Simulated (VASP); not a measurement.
Input of a VASP 6.6.1 run:

Contents of POSCAR:

```
AgCl
1.0
    0.0000000000      2.9932466769      2.9932466769
    2.9932466769      0.0000000000      2.9932466769
    2.9932466769      2.9932466769      0.0000000000
Ag Cl
1 1
Direct
    0.0000000000      0.0000000000      0.0000000000
    0.2500000000      0.2500000000      0.2500000000
```

The input INCAR.step1:

```
PREC = Accurate ; ENCUT = 520
ISMEAR = 0 ; SIGMA = 0.01
LREAL = False ; LASPH = True
NELM = 60 ; NBANDS = 16
GGA = PE ; ALGO = Normal
EDIFF = 1E-4 ; LWAVE = True
LCHARG = False
```

INCAR.step2

```
PREC = Accurate ; ENCUT = 520
EDIFF = 1E-6 ; ISMEAR = 0
SIGMA = 0.01 ; LREAL = False
LASPH = True ; NELM = 60
ALGO = Normal ; ISIF = 2
LWAVE = False ; LCHARG = True
METAGGA = R2SCAN ; LMIXTAU = True
LELF = True ; LVHAR = True
NBANDS = 16 ; ISTART = 1
```

Contents of KPOINTS:

```
regular mesh
0
Gamma
  6 6 6
```

Potentials or basis: VASP PAW PBE potentials, release 64 (Ag, Cl).

Run with:

```console
$ cat potpaw_PBE.64/Ag/POTCAR potpaw_PBE.64/Cl/POTCAR > POTCAR
$ cp INCAR.step1 INCAR
$ mpirun -np 1 vasp_std > vasp.out
$ cp INCAR.step2 INCAR
$ mpirun -np 1 vasp_std > vasp.out
```

Task: Predict the pressure.

Result: 0.0 GPa.

Task: Estimate the band gap on the k mesh.

Result: 1.60 eV, direct.

Caveat: the PAW data sets were made with another functional, which shifts forces and pressure a little. r2SCAN opens gaps a little over a GGA but as a rule still falls short of measured ones.
